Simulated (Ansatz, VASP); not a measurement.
## Zn in VASP and in Ansatz

```xyz
2
Lattice="-2.4257 2.4257 1.3233 2.4257 -2.4257 1.3233 2.4257 2.4257 -1.3233" Properties=species:S:1:pos:R:3 pbc="T T T"
Zn    0.0000    0.0000    0.0000
Zn    0.0000    2.4257    0.6616
```

Alike in both runs: task relaxation of cell and atoms; functional PBEsol; k mesh 24 × 24 × 24; occupations gaussian, width 0.1 eV; no spin polarisation.

|  | VASP | Ansatz |
| --- | --- | --- |
| version | VASP 6.6.1 | Ansatz 0.2.0 |
| potentials or method | VASP PAW PBE potentials, release 64 (Zn), cutoff 600 eV | scalar-relativistic, plane waves, PAW |
| valence electrons in the cell | 24 | 24 |

|  | VASP | Ansatz | Ansatz less VASP |
| --- | --- | --- | --- |
| gap on the k mesh at the Fermi level, each at its own relaxed structure (eV) | none | none | - |
| relaxed volume (Å³/atom) | 16.18 | 16.07 | -0.109 |
| relaxed length of the cell vector where the two differ most in proportion (Å) | 3.810 | 3.802 | -0.0084 |

VASP's potentials were made for PBE, not for PBEsol. A gap of «none» marks a metal or a gap that the smearing closes.
